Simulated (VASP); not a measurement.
A run of VASP 6.6.1 is set up as follows.

The input INCAR:

```
  PREC = Accurate
  ENCUT = 600
  EDIFF = 1E-6
  ISMEAR = 0
  SIGMA = 0.1
  LREAL = False
  LASPH = True
  NELM = 100
  ALGO = Normal
  ISIF = 3
  LWAVE = False
  LCHARG = False
  GGA = PE
  IBRION = 2
  NSW = 100
  EDIFFG = -0.01
```

Contents of KPOINTS:

```
Automatic mesh
0
Gamma
  8 8 8
```

Contents of POSCAR:

```
Li3NiPd
1.0
    4.5222666963      0.0000000000      0.0000000000
    0.0000000000      4.5222666963      0.0000000000
    0.0000000000      0.0000000000      4.5222666963
Li Ni Pd
3 1 1
Direct
    0.0000000000      0.5000000000      0.5000000000
    0.5000000000      0.0000000000      0.5000000000
    0.5000000000      0.5000000000      0.0000000000
    0.0000000000      0.0000000000      0.0000000000
    0.5000000000      0.5000000000      0.5000000000
```

Potentials or basis: VASP PAW PBE potentials, release 64 (Li_sv, Ni, Pd).

Command:

```sh
$ cat potpaw_PBE.64/Li_sv/POTCAR potpaw_PBE.64/Ni/POTCAR potpaw_PBE.64/Pd/POTCAR > POTCAR
$ mpirun -np 1 vasp_std > vasp.out
```

Q: What does it give for the space group after relaxing (to 0.05 Å)?

A: Pm-3m (No. 221).

Q: What does it give for the relaxed cell?

A: a = 4.549 Å, b = 4.549 Å, c = 4.549 Å, α = 90.00°, β = 90.00°, γ = 90.00°.

Q: Predict the relaxed volume.

A: 18.83 Å³/atom.

Final structure:
```xyz
5
Lattice="4.5492 0.0000 0.0000 0.0000 4.5492 0.0000 0.0000 0.0000 4.5492" Properties=species:S:1:pos:R:3 pbc="T T T"
Li    0.0000    2.2746    2.2746
Li    2.2746    0.0000    2.2746
Li    2.2746    2.2746    0.0000
Ni    0.0000    0.0000    0.0000
Pd    2.2746    2.2746    2.2746
```

Caveat: the cutoff is under 1.25 times the usual one of these potentials, so pressure, stress and relaxed cells hold a basis-set (Pulay) error. Spin polarisation is off, so any magnetic state and its effect on volume and gap are missing.
